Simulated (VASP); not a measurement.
# NaH (Fm-3m) in VASP: further runs, part 2 of 2

VASP 6.6.1.

## Step 3: Single point, PBE

This run uses another cell than the first one, of 14.10 Å³/atom, 1.099 times its volume.

INCAR

```
SYSTEM = NaH
PREC = Accurate
ENCUT = 520
EDIFF = 1E-6
ISMEAR = 0
SIGMA = 0.02
LREAL = .False.
LASPH = .True.
NELM = 80
ALGO = Normal
ISIF = 2
LWAVE = .False.
LCHARG = .False.
GGA = PE
NBANDS = 11
```

KPOINTS

```
Automatic mesh
0
Gamma
  8 8 8
  0 0 0
```

POSCAR

```
NaH
1.0
    0.0000000000      2.4160403190      2.4160403190
    2.4160403190      0.0000000000      2.4160403190
    2.4160403190      2.4160403190      0.0000000000
Na H
1 1
Direct
    0.0000000000      0.0000000000      0.0000000000
    0.5000000000      0.5000000000      0.5000000000
```

Potentials or basis: VASP PAW PBE potentials, release 64 (Na_pv, H).

Command:

```sh
cat potpaw_PBE.64/Na_pv/POTCAR potpaw_PBE.64/H/POTCAR > POTCAR
mpirun -np 1 vasp_std > vasp.out
```

OUTCAR:

```text
SYSTEM = NaH
   PREC = Accurate
   ENCUT = 520
   EDIFF = 1E-6
   ISMEAR = 0
   LREAL = .False.
   LASPH = .True.
   NELM = 80
   ISIF = 2
   GGA = PE

 ion  position               nearest neighbor table
   1  0.000  0.000  0.000-
   2  0.500  0.500  0.500-

  LATTYP: Found a face centered cubic cell.
 ALAT       =     4.8320806380

  Lattice vectors:

 A1 = (   0.0000000000,   2.4160403190,   2.4160403190)
 A2 = (   2.4160403190,   0.0000000000,   2.4160403190)
 A3 = (   2.4160403190,   2.4160403190,   0.0000000000)

Analysis of symmetry for initial positions (statically):
=====================================================================
 Subroutine PRICEL returns:
 Original cell was already a primitive cell.

 Routine SETGRP: Setting up the symmetry group for a
 face centered cubic supercell.

 Subroutine GETGRP returns: Found 48 space group operations
 (whereof 48 operations were pure point group operations)
 out of a pool of 48 trial point group operations.

The static configuration has the point symmetry O_h .

Analysis of symmetry for dynamics (positions and initial velocities):
=====================================================================
 Subroutine PRICEL returns:
 Original cell was already a primitive cell.

 Routine SETGRP: Setting up the symmetry group for a
 face centered cubic supercell.

 Subroutine GETGRP returns: Found 48 space group operations
 (whereof 48 operations were pure point group operations)
 out of a pool of 48 trial point group operations.

The dynamic configuration has the point symmetry O_h .

 Subroutine INISYM returns: Found 48 space group operations
 (whereof 48 operations are pure point group operations),
 and found     1 'primitive' translations

----------------------------------------------------------------------------------------

                                     Primitive cell

  volume of cell :      28.2061

  direct lattice vectors                    reciprocal lattice vectors
     0.000000000  2.416040319  2.416040319    -0.206950189  0.206950189  0.206950189
     2.416040319  0.000000000  2.416040319     0.206950189 -0.206950189  0.206950189
     2.416040319  2.416040319  0.000000000     0.206950189  0.206950189 -0.206950189

  length of vectors
     3.416796986  3.416796986  3.416796986     0.358448242  0.358448242  0.358448242

  position of ions in fractional coordinates (direct lattice)
     0.000000000  0.000000000  0.000000000
     0.500000000  0.500000000  0.500000000

  ion indices of the primitive-cell ions
   primitive index   ion index
                 1           1
                 2           2

----------------------------------------------------------------------------------------

 KPOINTS: Automatic mesh

Automatic generation of k-mesh.
 Grid dimensions read from file:
 generate k-points for:    8    8    8

 Generating k-lattice:

  Cartesian coordinates                     Fractional coordinates (reciprocal lattice)
    -0.025868774  0.025868774  0.025868774     0.125000000  0.000000000  0.000000000
     0.025868774 -0.025868774  0.025868774     0.000000000  0.125000000  0.000000000
     0.025868774  0.025868774 -0.025868774     0.000000000  0.000000000  0.125000000

  Length of vectors
     0.044806030  0.044806030  0.044806030

  Shift w.r.t. Gamma in fractional coordinates (k-lattice)
     0.000000000  0.000000000  0.000000000

 Subroutine IBZKPT returns following result:
 ===========================================

 Found     29 irreducible k-points:

 Following reciprocal coordinates:
            Coordinates               Weight
  0.000000  0.000000  0.000000      1.000000
  0.125000  0.000000  0.000000      8.000000
  0.250000  0.000000  0.000000      8.000000
  0.375000  0.000000  0.000000      8.000000
  0.500000  0.000000  0.000000      4.000000
  0.125000  0.125000  0.000000      6.000000
[... 16 lines left out ...]
  0.500000  0.250000  0.125000     48.000000
 -0.375000  0.250000  0.125000     24.000000
 [... further k-points ...]
   k-points           NKPTS =     29   k-points in BZ     NKDIM =     29   number of bands    NBANDS=     11
   number of dos      NEDOS =    301   number of ions     NIONS =      2
   total plane-waves  NPLWV =  21952
   dimension x,y,z NGX =    28 NGY =   28 NGZ =   28
   dimension x,y,z NGXF=    56 NGYF=   56 NGZF=   56
   ions per type =               1   1
   NGX,Y,Z   is equivalent  to a cutoff of  13.62, 13.62, 13.62 a.u.
   NGXF,Y,Z  is equivalent  to a cutoff of  27.25, 27.25, 27.25 a.u.
 SYSTEM =  NaH
   PREC   = accura    normal or accurate (medium, high low for compatibility)
   ISTART =      0    job   : 0-new  1-cont  2-samecut
   ICHARG =      2    charge: 1-file 2-atom 10-const
   ISPIN  =      1    spin polarized calculation?
   LNONCOLLINEAR =      F non collinear calculations
   LSORBIT =      F    spin-orbit coupling
   LASPH  =      T    aspherical Exc in radial PAW
   ENCUT  =  520.0 eV  38.22 Ry    6.18 a.u.   6.35  6.35  6.35*2*pi/ulx,y,z
   NELM   =     80;   NELMIN=  2; NELMDL= -5     # of ELM steps
   EDIFF  = 0.1E-05   stopping-criterion for ELM
   LREAL  =      F    real-space projection
   EDIFFG = 0.1E-04   stopping-criterion for IOM
   NSW    =      0    number of steps for IOM
   IBRION =     -1    ionic relax: 0-MD 1-quasi-New 2-CG
   NFREE  =      0    steps in history (QN), initial steepest desc. (CG)
   ISIF   =      2    stress and relaxation
   ISYM   =      2    0-nonsym 1-usesym 2-fastsym
   POTIM  = 0.5000    time-step for ionic-motion
   TEBEG  =    0.0;   TEEND  =   0.0 temperature during run
   PSTRESS=    0.0 pullay stress
   NELECT =       8.0000    total number of electrons
   NUPDOWN=      -1.0000    fix difference up-down
   EMIN   =  10.00;   EMAX   =-10.00  energy-range for DOS
   EFERMI =   0.00;   METHOD = LEGACY
   ISMEAR =     0;   SIGMA  =   0.02  broadening in eV -4-tet -1-fermi 0-gaus
   EFERMI_NEDOS =   21; number of points for ismear=-14 and -15
   IALGO  =     38    algorithm
   IMIX   =      4    mixing-type and parameters
     AMIX     =   0.40;   BMIX     =  1.00
     AMIX_MAG =   1.60;   BMIX_MAG =  1.00
  volume/ion in A,a.u.               =      14.10        95.17
  Fermi-wavevector in a.u.,A,eV,Ry     =   1.075616  2.032620 15.741262  1.156950
  Thomas-Fermi vector in A             =   2.211478
   LORBIT       =      0    0 simple, 1 ext, 2 COOP (PROOUT), +10 PAW based schemes
   GGA     = PE    functional components
   LHFCALC =     F    Hartree Fock is set to
   AEXX    =    0.0000 exact exchange contribution
   IVDW    =     0    specifies the selected vdW correction
   LEPSILON=     F    determine dielectric tensor
   LRPA    =     F    only Hartree local field effects (RPA)
 non-spin polarized calculation
 Gauss-broadening in eV      SIGMA  =   0.02
  energy-cutoff  :      520.00
  volume of cell :       28.21
 maximum number of plane-waves:       775
 NGX is ok and might be reduce to    28
   NGX = 13   NGY = 13   NGZ = 13

 number of electron       7.9999999 magnetization

 Free energy of the ion-electron system (eV)
  ---------------------------------------------------
  ext. energy  EPLUGINS =         0.00000000
  ---------------------------------------------------
  free energy    TOTEN  =        -5.08761264 eV

  energy without entropy =       -5.08761264  energy(sigma->0) =       -5.08761264

 E-fermi :  -0.9587     XC(G=0):  -7.7708

 val. band max:       -1.1127827769   @ k =  -0.2500   0.5000   0.2500
 cond. band min:       2.6479635362   @ k =   0.5000   0.0000   0.0000
 fundamental gap:      3.7607463131
 Fermi energy:        -0.9587162627

 k-point     1 :       0.0000    0.0000    0.0000
  band No.  band energies     occupation
      1     -23.2147      2.00000
      2     -23.2147      2.00000
      3     -23.2147      2.00000
      4      -4.7311      2.00000
      5       9.3078      0.00000
      6      14.4914      0.00000
      7      14.4914      0.00000
      8      14.4914      0.00000
      9      15.3500      0.00000
     10      15.3500      0.00000
     11      15.3500      0.00000
[... 309 lines left out ...]
 k-point    24 :      -0.3750    0.2500    0.1250
  band No.  band energies     occupation
      1     -23.2940      2.00000
      2     -23.2492      2.00000
      3     -23.2335      2.00000
      4      -1.5956      2.00000
      5       3.4320      0.00000
      6       6.7077      0.00000
      7       9.9058      0.00000
      8      13.8107      0.00000
      9      15.0380      0.00000
     10      18.2585      0.00000
     11      20.3600      0.00000

 [... further k-points ...]
[... 5 lines left out ...]
  --------------------------------------------------------------------------------------
  -------------------------------------------------------------------------------------
  Total       -0.0051611     -0.0051611     -0.0051611      0.0000000      0.0000000      0.0000000
  in kB       -0.2931629     -0.2931629     -0.2931629      0.0000000      0.0000000      0.0000000
  external PRESSURE =      -0.2931629 kB  Pullay stress =       0.0000000 kB

 VOLUME and BASIS-vectors are now :
 -----------------------------------------------------------------------------
  energy-cutoff  :      520.00
  volume of cell :       28.21
      direct lattice vectors                 reciprocal lattice vectors
     0.000000000  2.416040319  2.416040319    -0.206950189  0.206950189  0.206950189
     2.416040319  0.000000000  2.416040319     0.206950189 -0.206950189  0.206950189
     2.416040319  2.416040319  0.000000000     0.206950189  0.206950189 -0.206950189

 POSITION                                       TOTAL-FORCE (eV/Angst)
 -----------------------------------------------------------------------------------
      0.00000      0.00000      0.00000         0.000000     -0.000000     -0.000000
      2.41604      2.41604      2.41604         0.000000      0.000000      0.000000
 -----------------------------------------------------------------------------------
    total drift:                               -0.000000     -0.000000     -0.000000

  FREE ENERGIE OF THE ION-ELECTRON SYSTEM (eV)
  ---------------------------------------------------
  free  energy   TOTEN  =        -5.0876126382 eV

  energy  without entropy=       -5.0876126382  energy(sigma->0) =       -5.08761264
```

OSZICAR:

```text
N       E                     dE             d eps       ncg     rms          rms(c)
DAV:   1     0.361990389317E+02    0.36199E+02   -0.44147E+03   644   0.739E+02
DAV:   2    -0.421693860554E+01   -0.40416E+02   -0.39699E+02   653   0.198E+02
DAV:   3    -0.550503617300E+01   -0.12881E+01   -0.12862E+01   760   0.331E+01
DAV:   4    -0.551492166336E+01   -0.98855E-02   -0.98841E-02   753   0.295E+00
DAV:   5    -0.551501338662E+01   -0.91723E-04   -0.91721E-04   727   0.282E-01    0.319E+00
DAV:   6    -0.517522549262E+01    0.33979E+00   -0.32580E-01   744   0.277E+00    0.148E+00
DAV:   7    -0.508295980112E+01    0.92266E-01   -0.32165E-01   704   0.214E+00    0.352E-01
DAV:   8    -0.508769283247E+01   -0.47330E-02   -0.10066E-02   701   0.955E-01    0.686E-02
DAV:   9    -0.508762478881E+01    0.68044E-04   -0.11681E-03   754   0.360E-01    0.233E-02
DAV:  10    -0.508760976277E+01    0.15026E-04   -0.63258E-05   707   0.500E-02    0.433E-03
DAV:  11    -0.508761289263E+01   -0.31299E-05   -0.59536E-06   707   0.110E-02    0.315E-03
DAV:  12    -0.508761263816E+01    0.25446E-06   -0.22373E-07   427   0.319E-03
   1 F= -.50876126E+01 E0= -.50876126E+01  d E =-.223753E-29
```

stdout:

```text
POSCAR found type information on POSCAR NaH
 POSCAR found :  2 types and       2 ions
 scaLAPACK will be used
 LDA part: xc-table for (Slater+PW92), standard interpolation
 POSCAR, INCAR and KPOINTS ok, starting setup
 FFT: planning ... GRIDC
 FFT: planning ... GRID_SOFT
 FFT: planning ... GRID
 WAVECAR not read
 entering main loop
```

Wall time 6.7 s (1 thread of Intel Xeon 6975P-C, shared host); peak memory 0.15 GiB.

Results:

```yaml
Free_energy: -5.0876 eV
Pressure: 0.0 GPa
Band_gap_on_the_k_mesh: 3.76 eV, indirect (least direct gap 4.62 eV)
```

Levels at points of the mesh, in eV from the valence-band top:
| k point | band 2 | band 3 | band 4 | band 5 | band 6 | band 7 |
| --- | --- | --- | --- | --- | --- | --- |
| (0.00, 0.00, 0.00) | -22.10 | -22.10 | -3.62 | 10.42 | 15.60 | 15.60 |
| (0.50, 0.00, 0.00) | -22.11 | -22.11 | -0.86 | 3.76 | 10.78 | 13.39 |
| (0.50, 0.50, 0.00) | -22.13 | -22.13 | -0.18 | 4.64 | 10.03 | 10.67 |

A k mesh can miss the band edges.
